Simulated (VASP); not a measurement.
Write the native input for VASP 6.6.1 that does the following.

- Task: single point
- Functional: r2SCAN
- Potentials or basis: VASP PAW PBE potentials, release 64 (H, N, F)
- Cutoff: 520 eV
- k mesh: 6 × 6 × 4
- Occupations: fermi-dirac, width 0.02 eV
- Spin: no spin polarisation
- Dipole correction: no
- Further INCAR settings: ALGO = Normal; EDIFF = 1e-06; NBANDS = 28

H4NF:

```
CELL_PARAMETERS angstrom
4.36909 0.00000 0.00000
-2.18455 3.78375 0.00000
0.00000 0.00000 7.06779
ATOMIC_POSITIONS crystal
H 0.33333 0.66667 0.22735
H 0.66667 0.33333 0.72735
H 0.46294 0.53706 0.42322
H 0.92588 0.46294 0.92322
H 0.46294 0.92588 0.42322
H 0.53706 0.46294 0.92322
H 0.07412 0.53706 0.42322
H 0.53706 0.07412 0.92322
N 0.33333 0.66667 0.37445
N 0.66667 0.33333 0.87445
F 0.33333 0.66667 0.99705
F 0.66667 0.33333 0.49705
```

These files were run (other wordings do the same):

POSCAR

```
H4NF
1.0
    4.3690939114      0.0000000029      0.0000000000
   -2.1845469582      3.7837463173      0.0000000000
    0.0000000000      0.0000000000      7.0677939300
H N F
8 2 2
Direct
    0.3333333333      0.6666666667      0.2273511419
    0.6666666667      0.3333333333      0.7273511419
    0.4629376895      0.5370623105      0.4232176064
    0.9258753790      0.4629376895      0.9232176064
    0.4629376895      0.9258753790      0.4232176064
    0.5370623105      0.4629376895      0.9232176064
    0.0741246210      0.5370623105      0.4232176064
    0.5370623105      0.0741246210      0.9232176064
    0.3333333333      0.6666666667      0.3744503531
    0.6666666667      0.3333333333      0.8744503531
    0.3333333333      0.6666666667     -0.0029542943
    0.6666666667      0.3333333333      0.4970457057
```

INCAR.step1

```
SYSTEM = H4NF
PREC     = Accurate       ! precision mode
ENCUT    = 520            ! plane-wave cutoff, eV
ISMEAR   = -1             ! smearing method
SIGMA    = 0.02           ! smearing width, eV
LREAL    = .False.        ! projectors in reciprocal space
LASPH    = .True.         ! aspherical terms in the spheres
NELM     = 60             ! most SCF steps
NBANDS   = 28             ! bands
GGA      = PE             ! functional
ALGO     = Normal         ! electronic algorithm
EDIFF    = 1E-4           ! SCF threshold, eV
LWAVE    = .True.         ! write WAVECAR
LCHARG   = .False.        ! write CHGCAR
```

INCAR.step2

```
SYSTEM = H4NF
PREC     = Accurate       ! precision mode
ENCUT    = 520            ! plane-wave cutoff, eV
EDIFF    = 1E-6           ! SCF threshold, eV
ISMEAR   = -1             ! smearing method
SIGMA    = 0.02           ! smearing width, eV
LREAL    = .False.        ! projectors in reciprocal space
LASPH    = .True.         ! aspherical terms in the spheres
NELM     = 60             ! most SCF steps
ALGO     = Normal         ! electronic algorithm
ISIF     = 2              ! what is computed and relaxed
LWAVE    = .False.        ! write WAVECAR
LCHARG   = .False.        ! write CHGCAR
METAGGA  = R2SCAN         ! meta-GGA
LMIXTAU  = .True.       
NBANDS   = 28             ! bands
ISTART   = 1
```

KPOINTS

```
Automatic mesh
0
Gamma
  6 6 4
  0 0 0
```

Potentials or basis: VASP PAW PBE potentials, release 64 (H, N, F).

Run with:

```bash
$ cat potpaw_PBE.64/H/POTCAR potpaw_PBE.64/N/POTCAR potpaw_PBE.64/F/POTCAR > POTCAR
$ cp INCAR.step1 INCAR
$ mpirun -np 1 vasp_std > vasp.out
$ cp INCAR.step2 INCAR
$ mpirun -np 1 vasp_std > vasp.out
```

It gave:

```yaml
Pressure: 1.2 GPa
Largest_force: 0.054 eV/Å
Band_gap_on_the_k_mesh: 6.67 eV, indirect (least direct gap 6.97 eV)
```

Caveat: the PAW data sets were made with another functional, which shifts forces and pressure a little.

Wall time 3 min on 1 thread of AMD EPYC 9R45 96-Core Processor (Zen 5), on a shared host, peak memory 0.23 GiB.
